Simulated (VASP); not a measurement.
Wanted: the native input for a VASP 6.6.1 run.

```
Task                    : single point
Functional              : LDA
Potentials or basis     : VASP PAW LDA potentials, release 64 (P)
Cutoff                  : 520 eV
k mesh                  : 12 × 12 × 12
Occupations             : fermi-dirac, width 0.1 eV
Spin                    : no spin polarisation
Dipole correction       : no
k mesh for the DOS      : 18 × 18 × 18
Occupations for the DOS : tetrahedron
Further INCAR settings  : ALGO = Normal; EDIFF = 1e-06; NBANDS = 12
```

P:

```
P
1.0
     0.00000    2.67561    2.67561
     2.67561    0.00000    2.67561
     2.67561    2.67561    0.00000
P
2
Cartesian
  -0.6689 -0.6689 -0.6689
  0.6689 0.6689 0.6689
```

This isn't the form of P at room conditions, which is orthorhombic.

The input as run:

POSCAR

```
P
1.0
    0.0000000000      2.6756089844      2.6756089844
    2.6756089844      0.0000000000      2.6756089844
    2.6756089844      2.6756089844      0.0000000000
P
2
Direct
   -0.1250000000     -0.1250000000     -0.1250000000
    0.1250000000      0.1250000000      0.1250000000
```

INCAR.step1

```
ALGO     = Normal         # electronic algorithm
EDIFF    = 1E-6           # SCF threshold, eV
ENCUT    = 520            # plane-wave cutoff, eV
GGA      = CA             # functional
ISIF     = 2              # what is computed and relaxed
ISMEAR   = -1             # smearing method
LASPH    = T              # aspherical terms in the spheres
LCHARG   = T              # write CHGCAR
LREAL    = F              # projectors in reciprocal space
LWAVE    = F              # write WAVECAR
NBANDS   = 12             # bands
NELM     = 100            # most SCF steps
PREC     = Accurate       # precision mode
SIGMA    = 0.1            # smearing width, eV
```

KPOINTS.step1

```
k-points
0
Gamma
  12 12 12
```

INCAR.step2

```
ALGO     = Normal         # electronic algorithm
EDIFF    = 1E-6           # SCF threshold, eV
ENCUT    = 520            # plane-wave cutoff, eV
GGA      = CA             # functional
ICHARG   = 11             # starting density
ISIF     = 2              # what is computed and relaxed
ISMEAR   = -5             # smearing method
LASPH    = T              # aspherical terms in the spheres
LCHARG   = F              # write CHGCAR
LORBIT   = 10             # projections on sites
LREAL    = F              # projectors in reciprocal space
LWAVE    = F              # write WAVECAR
NBANDS   = 12             # bands
NEDOS    = 2001           # points of the DOS
NELM     = 100            # most SCF steps
PREC     = Accurate       # precision mode
SIGMA    = 0.1            # smearing width, eV
```

KPOINTS.step2

```
k-points
0
Gamma
  18 18 18
```

Potentials or basis: VASP PAW LDA potentials, release 64 (P).

Command:

```sh
$ cat potpaw_LDA.64/P/POTCAR > POTCAR
$ cp INCAR.step1 INCAR
$ cp KPOINTS.step1 KPOINTS
$ mpirun -np 1 vasp_std > vasp.out
$ cp INCAR.step2 INCAR
$ cp KPOINTS.step2 KPOINTS
$ mpirun -np 1 vasp_std > vasp.out
```

Results of the run:

* Valence electrons inside the program's atomic spheres: P 2.42

Run time: 86 s on 1 thread of Intel Xeon 8259CL (shared host), peak memory 0.18 GiB.
